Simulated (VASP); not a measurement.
# Li (C2/m) in VASP: a series of runs

Runs on Li. Level: PBE. Tasks: single point.

Everything below comes from runs of VASP 6.6.1. Logs are shortened: lines on timing, memory, paths and dates and some standing lists are left out, and cuts for length are marked.

**1. The cell of the first run**

The typed cell holds 1 atom: a = 2.932 Å, b = 2.932 Å, c = 2.923 Å, α = 119.98°, β = 119.98°, γ = 59.99°.

This isn't the form of Li at room conditions, which is bcc.

**2. Single point, PBE (17.77 Å³/atom)**

Contents of INCAR:

```
  ALGO = Fast
  EDIFF = 1E-7
  ENCUT = 520
  GGA = PE
  ISIF = 2
  ISMEAR = 0
  LASPH = T
  LCHARG = F
  LREAL = F
  LWAVE = F
  NBANDS = 8
  NELM = 100
  PREC = Accurate
  SIGMA = 0.1
```

Contents of KPOINTS:

```
k-points
0
Gamma
  22 22 22
```

Contents of POSCAR:

```
Li
1.0
    2.5385134770     -1.4656614272     -0.0621117665
    2.5385134770      1.4656614272     -0.0621117665
   -1.6274733488      0.0000000000      2.4280583548
Li
1
Direct
    0.0000000000      0.0000000000      0.5000000000
```

Potentials or basis: VASP PAW PBE potentials, release 64 (Li_sv).

Started as:

```console
> cat potpaw_PBE.64/Li_sv/POTCAR > POTCAR
> mpirun -np 1 vasp_std > vasp.out
```

OUTCAR:

```text
EDIFF = 1E-7
   ENCUT = 520
   GGA = PE
   ISIF = 2
   ISMEAR = 0
   LASPH = T
   LREAL = F
   NELM = 100
   PREC = Accurate

 ion  position               nearest neighbor table
   1  0.000  0.000  0.500-

  Warning from LATTYP: Got some problem with cell dimensions!
  Tried to take original basis but could not verify dimensions!
  LATTYP: Found a base centered monoclinic cell.
 ALAT       =     5.0705807848
 B/A-ratio  =     0.5781039646
 C/A-ratio  =     0.5764695766
 COS(beta)  =    -0.5751059369

  Lattice vectors:

 A1 = (  -0.9110401282,   1.4656614272,  -2.3659465883)
 A2 = (  -0.9110401282,  -1.4656614272,  -2.3659465883)
 A3 = (  -1.6274733488,   0.0000000000,   2.4280583548)

Analysis of symmetry for initial positions (statically):
=====================================================================
 Subroutine PRICEL returns:
 Original cell was already a primitive cell.

 Routine SETGRP: Setting up the symmetry group for a
 base centered monoclinic supercell.

 Subroutine GETGRP returns: Found  4 space group operations
 (whereof  4 operations were pure point group operations)
 out of a pool of  4 trial point group operations.

The static configuration has the point symmetry C_2h.

Analysis of symmetry for dynamics (positions and initial velocities):
=====================================================================
 Subroutine PRICEL returns:
 Original cell was already a primitive cell.

 Routine SETGRP: Setting up the symmetry group for a
 base centered monoclinic supercell.

 Subroutine GETGRP returns: Found  4 space group operations
 (whereof  4 operations were pure point group operations)
 out of a pool of  4 trial point group operations.

The dynamic configuration has the point symmetry C_2h.

 Subroutine INISYM returns: Found  4 space group operations
 (whereof  4 operations are pure point group operations),
 and found     1 'primitive' translations

----------------------------------------------------------------------------------------

                                     Primitive cell

  volume of cell :      17.7714

  direct lattice vectors                    reciprocal lattice vectors
     2.538513477 -1.465661427 -0.062111766     0.200249804 -0.341142907  0.134222976
     2.538513477  1.465661427 -0.062111766     0.200249804  0.341142907  0.134222976
    -1.627473349  0.000000000  2.428058355     0.010245115  0.000000000  0.418718788

  length of vectors
     2.931905859  2.931905859  2.923035558     0.417725118  0.417725118  0.418844107

  position of ions in fractional coordinates (direct lattice)
     0.000000000  0.000000000  0.500000000

  ion indices of the primitive-cell ions
   primitive index   ion index
                 1           1

----------------------------------------------------------------------------------------

 KPOINTS: k-points

Automatic generation of k-mesh.
 Grid dimensions read from file:
 generate k-points for:   22   22   22

 Generating k-lattice:

  Cartesian coordinates                     Fractional coordinates (reciprocal lattice)
     0.009102264 -0.015506496  0.006101044     0.045454545  0.000000000  0.000000000
     0.009102264  0.015506496  0.006101044     0.000000000  0.045454545  0.000000000
     0.000465687  0.000000000  0.019032672    -0.000000000 -0.000000000  0.045454545

  Length of vectors
     0.018987505  0.018987505  0.019038369

  Shift w.r.t. Gamma in fractional coordinates (k-lattice)
     0.000000000  0.000000000  0.000000000

 Subroutine IBZKPT returns following result:
 ===========================================

 Found   2796 irreducible k-points:

 Following reciprocal coordinates:
            Coordinates               Weight
  0.000000  0.000000  0.000000      1.000000
  0.045455  0.000000 -0.000000      4.000000
  0.090909  0.000000 -0.000000      4.000000
  0.136364 -0.000000  0.000000      4.000000
  0.181818 -0.000000 -0.000000      4.000000
  0.227273 -0.000000  0.000000      4.000000
[... 16 lines left out ...]
  0.500000  0.045455  0.000000      4.000000
 -0.454545  0.045455  0.000000      4.000000
 [... further k-points ...]
   k-points           NKPTS =   2796   k-points in BZ     NKDIM =   2796   number of bands    NBANDS=      8
   number of dos      NEDOS =    301   number of ions     NIONS =      1
   total plane-waves  NPLWV =  13824
   dimension x,y,z NGX =    24 NGY =   24 NGZ =   24
   dimension x,y,z NGXF=    48 NGYF=   48 NGZF=   48
   ions per type =               1
   NGX,Y,Z   is equivalent  to a cutoff of  13.61, 13.61, 13.65 a.u.
   NGXF,Y,Z  is equivalent  to a cutoff of  27.22, 27.22, 27.30 a.u.
 SYSTEM =  unknown system
   PREC   = accura    normal or accurate (medium, high low for compatibility)
   ISTART =      0    job   : 0-new  1-cont  2-samecut
   ICHARG =      2    charge: 1-file 2-atom 10-const
   ISPIN  =      1    spin polarized calculation?
   LNONCOLLINEAR =      F non collinear calculations
   LSORBIT =      F    spin-orbit coupling
   LASPH  =      T    aspherical Exc in radial PAW
   ENCUT  =  520.0 eV  38.22 Ry    6.18 a.u.   5.45  5.45  5.43*2*pi/ulx,y,z
   NELM   =    100;   NELMIN=  2; NELMDL= -5     # of ELM steps
   EDIFF  = 0.1E-06   stopping-criterion for ELM
   LREAL  =      F    real-space projection
   EDIFFG = 0.1E-05   stopping-criterion for IOM
   NSW    =      0    number of steps for IOM
   IBRION =     -1    ionic relax: 0-MD 1-quasi-New 2-CG
   NFREE  =      0    steps in history (QN), initial steepest desc. (CG)
   ISIF   =      2    stress and relaxation
   ISYM   =      2    0-nonsym 1-usesym 2-fastsym
   POTIM  = 0.5000    time-step for ionic-motion
   TEBEG  =    0.0;   TEEND  =   0.0 temperature during run
   PSTRESS=    0.0 pullay stress
   NELECT =       3.0000    total number of electrons
   NUPDOWN=      -1.0000    fix difference up-down
   EMIN   =  10.00;   EMAX   =-10.00  energy-range for DOS
   EFERMI =   0.00;   METHOD = LEGACY
   ISMEAR =     0;   SIGMA  =   0.10  broadening in eV -4-tet -1-fermi 0-gaus
   EFERMI_NEDOS =   21; number of points for ismear=-14 and -15
   IALGO  =     68    algorithm
   IMIX   =      4    mixing-type and parameters
     AMIX     =   0.40;   BMIX     =  1.00
     AMIX_MAG =   1.60;   BMIX_MAG =  1.00
  volume/ion in A,a.u.               =      17.77       119.93
  Fermi-wavevector in a.u.,A,eV,Ry     =   0.904777  1.709781 11.138028  0.818622
  Thomas-Fermi vector in A             =   2.028265
   LORBIT       =      0    0 simple, 1 ext, 2 COOP (PROOUT), +10 PAW based schemes
   GGA     = PE    functional components
   LHFCALC =     F    Hartree Fock is set to
   AEXX    =    0.0000 exact exchange contribution
   IVDW    =     0    specifies the selected vdW correction
   LEPSILON=     F    determine dielectric tensor
   LRPA    =     F    only Hartree local field effects (RPA)
 non-spin polarized calculation
 RMM-DIIS sequential band-by-band and
 Gauss-broadening in eV      SIGMA  =   0.10
  energy-cutoff  :      520.00
  volume of cell :       17.77
 maximum number of plane-waves:       531
 NGX is ok and might be reduce to    24
   NGX = 11   NGY = 11   NGZ = 11

 number of electron       3.0000007 magnetization

 Free energy of the ion-electron system (eV)
  ---------------------------------------------------
  ext. energy  EPLUGINS =         0.00000000
  ---------------------------------------------------
  free energy    TOTEN  =        -1.89154436 eV

  energy without entropy =       -1.88930147  energy(sigma->0) =       -1.89042291

 E-fermi :   1.0304     XC(G=0):  -7.3725

 val. band max:        1.0274619493   @ k =   0.5000   0.4091   0.5000
 cond. band min:       1.0327024704   @ k =   0.4545   0.2727   0.0000
 fundamental gap:      0.0052405211
 Fermi energy:         1.0304253487

 k-point     1 :       0.0000    0.0000    0.0000
  band No.  band energies     occupation
      1     -45.2995      2.00000
      2      -2.7102      2.00000
      3      16.7273      0.00000
      4      16.7543      0.00000
      5      16.8050      0.00000
      6      20.8074      0.00000
      7      20.8363      0.00000
      8      20.9158      0.00000

 k-point     2 :       0.0455    0.0000   -0.0000
  band No.  band energies     occupation
      1     -45.2987      2.00000
      2      -2.6712      2.00000
      3      16.2532      0.00000
      4      16.6450      0.00000
      5      16.7003      0.00000
      6      20.2748      0.00000
      7      21.0032      0.00000
      8      21.0859      0.00000

 k-point     3 :       0.0909    0.0000   -0.0000
  band No.  band energies     occupation
      1     -45.2968      2.00000
      2      -2.5561      2.00000
      3      15.0432      0.00000
      4      16.3901      0.00000
      5      16.4466      0.00000
      6      20.0222      0.00000
      7      21.4568      0.00000
      8      21.5381      0.00000

 k-point     4 :       0.1364   -0.0000    0.0000
  band No.  band energies     occupation
      1     -45.2940      2.00000
      2      -2.3640      2.00000
      3      13.5419      0.00000
      4      16.0723      0.00000
      5      16.1301      0.00000
      6      20.0990      0.00000
      7      21.9813      0.00000
      8      22.0620      0.00000

 k-point     5 :       0.1818   -0.0000   -0.0000
  band No.  band energies     occupation
      1     -45.2904      2.00000
      2      -2.0951      2.00000
      3      11.9868      0.00000
      4      15.7570      0.00000
      5      15.8157      0.00000
      6      20.3214      0.00000
      7      22.1387      0.00000
      8      22.2224      0.00000
[... 177 lines left out ...]
 k-point    22 :       0.4545    0.0455    0.0000
  band No.  band energies     occupation
      1     -45.2698      2.00000
      2       0.6241      2.00000
      3       4.9216      0.00000
      4      14.5266      0.00000
      5      14.8577      0.00000
      6      18.0208      0.00000
      7      19.7495      0.00000
      8      21.0273      0.00000

 k-point    23 :       0.5000    0.0455    0.0000
  band No.  band energies     occupation
      1     -45.2688      2.00000
      2       0.9513      1.73689
      3       4.4331      0.00000
      4      14.6443      0.00000
      5      14.6575      0.00000
      6      18.0401      0.00000
      7      19.4523      0.00000
      8      20.9733      0.00000

 k-point    24 :      -0.4545    0.0455    0.0000
  band No.  band energies     occupation
      1     -45.2690      2.00000
      2       0.8791      1.96768
      3       4.5369      0.00000
      4      14.4694      0.00000
      5      14.8308      0.00000
      6      18.2027      0.00000
      7      19.3077      0.00000
      8      21.0389      0.00000

 [... further k-points ...]

------------------------ aborting loop because EDIFF is reached ----------------------------------------

  FORCE on cell =-STRESS in cart. coord.  units (eV):
  Direction    XX          YY          ZZ          XY          YZ          ZX
  --------------------------------------------------------------------------------------
  -------------------------------------------------------------------------------------
  Total        0.2317305      0.2299733      0.2378002      0.0000000      0.0000000     -0.0017884
  in kB       20.8916655     20.7332473     21.4388808      0.0000000      0.0000000     -0.1612317
  external PRESSURE =      21.0212645 kB  Pullay stress =       0.0000000 kB

 VOLUME and BASIS-vectors are now :
 -----------------------------------------------------------------------------
  energy-cutoff  :      520.00
  volume of cell :       17.77
      direct lattice vectors                 reciprocal lattice vectors
     2.538513477 -1.465661427 -0.062111766     0.200249804 -0.341142907  0.134222976
     2.538513477  1.465661427 -0.062111766     0.200249804  0.341142907  0.134222976
    -1.627473349  0.000000000  2.428058355     0.010245115  0.000000000  0.418718788

 POSITION                                       TOTAL-FORCE (eV/Angst)
 -----------------------------------------------------------------------------------
     -0.81374      0.00000      1.21403        -0.000000      0.000000      0.000000
 -----------------------------------------------------------------------------------
    total drift:                               -0.000000     -0.000000      0.000000

  FREE ENERGIE OF THE ION-ELECTRON SYSTEM (eV)
  ---------------------------------------------------
  free  energy   TOTEN  =        -1.8915443575 eV

  energy  without entropy=       -1.8893014694  energy(sigma->0) =       -1.89042291
```

It took 3.1 min on 1 thread of Intel Xeon 6975P-C (Granite Rapids), shared host; peak memory 0.43 GiB.

What came out:

```yaml
Free_energy: -1.8915 eV
Band_gap_on_the_k_mesh: zero (an odd number of electrons rules out a gap without spin polarisation)
```

Caveat: the cutoff is under 1.25 times the usual one of these potentials, so pressure, stress and relaxed cells hold a basis-set (Pulay) error.

(Continued in part 2 of 3.)
